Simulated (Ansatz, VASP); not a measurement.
**BaF2 in VASP and in Ansatz**

```
Ba F
1.0
     0.00000    3.09716    3.09716
     3.09716    0.00000    3.09716
     3.09716    3.09716    0.00000
Ba F
1 2
Direct
  0.00000 0.00000 0.00000
  0.25000 0.25000 0.25000
  0.75000 0.75000 0.75000
```

Alike in both runs: task single point; functional PBE-based screened hybrid with a share of 0.4 of exact exchange and HFSCREEN = 0.1; k mesh 4 × 4 × 4; no spin polarisation.

|  | VASP | Ansatz |
| --- | --- | --- |
| version | VASP 6.6.1 | Ansatz 0.2.0 |
| potentials or method | VASP PAW PBE potentials, release 64 (Ba_sv, F) | plane waves |
| plane-wave cutoff (eV) | 520 | 420 |
| occupations | gaussian, width 0.01 eV | fixed |
| valence electrons in the cell | 24 | 24 |

|  | VASP | Ansatz | Ansatz less VASP |
| --- | --- | --- | --- |
| gap on the k mesh at the Fermi level (eV) | 10.50 | 10.56 | +0.062 |
| pressure (GPa) | 0.6 | -0.3 | -0.91 |

VASP's potentials were made for PBE, not for PBE-based screened hybrid. Ansatz's warnings: stress exchange threshold loose, stress scf threshold loose.

The k mesh is coarse, so the values compare programs but aren't converged. Spin-orbit coupling is off throughout.
